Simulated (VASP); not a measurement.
Wanted: the native input for a VASP 6.6.1 run.

```
Task                   : single point
Functional             : PBE
Potentials or basis    : VASP PAW PBE potentials, release 64 (Be, Zn, Te)
Cutoff                 : 600 eV
k mesh                 : 5 × 5 × 2
Occupations            : gaussian, width 0.2 eV
Spin                   : no spin polarisation
Dipole correction      : no
Further INCAR settings : ALGO = Normal; EDIFF = 1e-06; NBANDS = 22
```

The structure of Be4ZnTe lies in POSCAR:

```
Be4ZnTe
1.0
    3.6702333715      0.0000000000      0.0000000000
   -1.8351166858      3.1785153376      0.0000000000
    0.0000000000      0.0000000000      9.2342043161
Be Zn Te
4 1 1
Direct
    0.3333333333      0.6666666667      0.1818367770
    0.6666666667      0.3333333333      0.8181632230
    0.0000000000      0.0000000000      0.7409494284
    0.0000000000      0.0000000000      0.2590505716
    0.0000000000      0.0000000000      0.5000000000
    0.0000000000      0.0000000000      0.0000000000
```

The cell was built from a structure type or drawn by symmetry, and may not be a known phase.

These files were run (other wordings do the same):

INCAR

```
SYSTEM = Be4ZnTe
PREC = Accurate ; ENCUT = 600
EDIFF = 1E-6 ; ISMEAR = 0
SIGMA = 0.2 ; LREAL = .FALSE.
LASPH = .TRUE. ; NELM = 120
ALGO = Normal ; ISIF = 2
LWAVE = .FALSE. ; LCHARG = .FALSE.
GGA = PE ; NBANDS = 22
GGA_COMPAT = .FALSE.
```

KPOINTS

```
Automatic mesh
0
G
  5 5 2
  0 0 0
```

Potentials or basis: VASP PAW PBE potentials, release 64 (Be, Zn, Te).

The run is started by

```bash
$ cat potpaw_PBE.64/Be/POTCAR potpaw_PBE.64/Zn/POTCAR potpaw_PBE.64/Te/POTCAR > POTCAR
$ mpirun -np 1 vasp_std > vasp.out
```

Results of the run:

```json
{"Pressure": "0.3 GPa", "Largest force": "0.015 eV/Å", "Band gap on the k mesh": "zero (bands 13 and 14 overlap by 2.97 eV)"}
```

Caveat: the k points lie up to 0.40 Å⁻¹ apart, too coarse for converged energies and pressures of a metal; spin-orbit coupling is left out, which moves the levels of the heavy elements.

Run time: 18 s on 1 thread of AMD EPYC 9R45 96-Core Processor (Zen 5) (shared host), peak memory 0.23 GiB.
